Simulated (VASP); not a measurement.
Wanted: the native input for a VASP 6.6.1 run.

| Item | Value |
| --- | --- |
| Task | single point |
| Functional | PBE |
| Potentials or basis | VASP PAW PBE potentials, release 64 (Sn_d, O) |
| Cutoff | 520 eV |
| k mesh | 6 × 6 × 8 |
| Occupations | fermi-dirac, width 0.05 eV |
| Spin | no spin polarisation |
| Dipole correction | no |
| Further INCAR settings | ALGO = Normal; EDIFF = 1e-06; NBANDS = 35 |

The structure of SnO2 lies in POSCAR:

```
SnO2
1.0
    4.8270189723      0.0000000000      0.0000000000
    0.0000000000      4.8270189723      0.0000000000
    0.0000000000      0.0000000000      3.2380738332
Sn O
2 4
Direct
    0.5000000000      0.5000000000      0.5000000000
    0.0000000000      0.0000000000      0.0000000000
    0.8065858714      0.1934141286      0.5000000000
    0.6934141286      0.6934141286      0.0000000000
    0.1934141286      0.8065858714      0.5000000000
    0.3065858714      0.3065858714      0.0000000000
```

These files were run (other wordings do the same):

INCAR

```
ALGO     = Normal         # electronic algorithm
EDIFF    = 1E-6           # SCF threshold, eV
ENCUT    = 520            # plane-wave cutoff, eV
GGA      = PE             # functional
ISIF     = 2              # what is computed and relaxed
ISMEAR   = -1             # smearing method
LASPH    = True           # aspherical terms in the spheres
LCHARG   = False          # write CHGCAR
LREAL    = False          # projectors in reciprocal space
LWAVE    = False          # write WAVECAR
NBANDS   = 35             # bands
NELM     = 60             # most SCF steps
PREC     = Accurate       # precision mode
SIGMA    = 0.05           # smearing width, eV
```

KPOINTS

```
k-points
0
Gamma
  6 6 8
```

Potentials or basis: VASP PAW PBE potentials, release 64 (Sn_d, O).

Run with:

```console
$ cat potpaw_PBE.64/Sn_d/POTCAR potpaw_PBE.64/O/POTCAR > POTCAR
$ mpirun -np 1 vasp_std > vasp.out
```

Results of the run:

```
Pressure               : 0.6 GPa
Largest force          : 0.018 eV/Å
Band gap on the k mesh : 0.67 eV
```

Caveat: spin-orbit coupling is left out, which moves the levels of the heavy elements.

It took 50 s on 1 thread of Intel(R) Xeon(R) 6975P-C (Granite Rapids), on a shared host, peak memory 0.24 GiB.
